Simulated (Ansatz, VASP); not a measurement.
## Two plane-wave programs on Al4O

```
Al O
1.0
     1.34469   -2.55328    0.00000
     1.34469    2.55328    0.00000
     0.00000    0.00000   11.48567
Al O
4 1
Cartesian
  0.0000 0.0000 4.3185
  0.0000 0.0000 7.1672
  0.0000 0.0000 10.0093
  0.0000 0.0000 1.4763
  1.3447 0.0000 0.0000
```

Alike in both runs: functional PBE; k mesh 8 × 8 × 2; occupations gaussian, width 0.1 eV; no spin polarisation.

Ansatz relaxed the structure, and its values are those at the end. VASP's run is a single point on that final structure, the one shown.

|  | VASP | Ansatz |
| --- | --- | --- |
| version | VASP 6.6.1 | Ansatz 0.2.0 |
| potentials or method | VASP PAW PBE potentials, release 64 (Al, O), cutoff 520 eV | scalar-relativistic, plane waves, PAW |
| valence electrons in the cell | 18 | 18 |

Ansatz gave:

| Property | Result |
| --- | --- |
| gap on the k mesh at the Fermi level (eV) | none |
| pressure (GPa) | 0.0 |
| rms of the force components (eV/Å) | 0.005 |

Q: What did VASP give for the same quantities?

A: gap on the k mesh at the Fermi level (eV): none; pressure (GPa): -0.1; rms of the force components (eV/Å): 0.003.

A gap of «none» marks a metal or a gap that the smearing closes.
